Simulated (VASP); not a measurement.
# Ni: single point with LDA

Ni:

```xyz
1
Lattice="0.0000 1.7141 1.7141 1.7141 0.0000 1.7141 1.7141 1.7141 0.0000" Properties=species:S:1:pos:R:3 pbc="T T T"
Ni    0.0000    0.0000    0.0000
```

This cell differs from its parent crystal: volume scaled by 0.96.

| Quantity | Value |
| --- | --- |
| Program | VASP 6.6.1 |
| Task | single point |
| Functional | LDA |
| Potentials or basis | VASP PAW LDA potentials, release 64 (Ni) |
| Cutoff | 520 eV |
| k mesh | 13 × 13 × 13 |
| Occupations | fermi-dirac, width 0.05 eV |
| Spin | collinear spin, ferromagnetic start |
| Starting moments | [1.0] μB |
| Dipole correction | no |
| Further INCAR settings | ALGO = Normal; EDIFF = 1e-07; NBANDS = 15 |

The pressure is -1.0 GPa, the net moment is 0.61 μB per cell and the site moments are Ni +0.61 μB. The valence electrons inside the program's atomic spheres are Ni 9.47.

Levels at points of the mesh, in eV from the Fermi level:
Spin up:
```
           k point  band 1  band 2  band 3  band 4  band 5  band 6  band 7  band 8  band 9  band 10
(0.00, 0.00, 0.00)   -9.53   -2.56   -2.56   -2.56   -1.27   -1.27   24.42   28.80   28.80    28.80
```
Spin down:
```csv
k point,band 2,band 3,band 4,band 5,band 6,band 7,band 8,band 9
"(0.00, 0.00, 0.00)",-1.94,-1.94,-1.94,-0.70,-0.70,24.42,28.85,28.85
```

Wall time 32 s on 1 thread of AMD EPYC 7R43 64-Core Processor (Zen 3), on a shared host, peak memory 0.09 GiB.
